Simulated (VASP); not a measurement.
A run of VASP 6.6.1 is set up as follows.

INCAR

```
  ALGO = Normal
  EDIFF = 1E-6
  ENCUT = 520
  GGA = PE
  ISIF = 2
  ISMEAR = -1
  LASPH = True
  LCHARG = False
  LREAL = False
  LWAVE = False
  NBANDS = 21
  NELM = 80
  PREC = Accurate
  SIGMA = 0.05
```

File KPOINTS:

```
k-points
0
Gamma
  19 19 10
```

POSCAR

```
W
1.0
    2.7764073753      0.0000000000      0.0000000000
   -1.3882036876      2.4044393182      0.0000000000
    0.0000000000      0.0000000000      4.9504099456
W
2
Direct
    0.3333333333      0.6666666667      0.2500000000
    0.6666666667      0.3333333333      0.7500000000
```

Potentials or basis: VASP PAW PBE potentials, release 64 (W_sv).

Command:

```bash
$ cat potpaw_PBE.64/W_sv/POTCAR > POTCAR
$ mpirun -np 1 vasp_std > vasp.out
```

Task: Estimate the band gap on the k mesh.

Result: Zero (band 14 reaches 11.82 eV, above the bottom of band 15 at 10.08 eV).

Task: Estimate the pressure.

Result: 0.4 GPa.

Stress tensor (GPa, compression positive):
```
0.48 0.00 0.00
0.00 0.48 0.00
0.00 0.00 0.32
```

Caveat: spin-orbit coupling is left out, which moves the levels of the heavy elements.
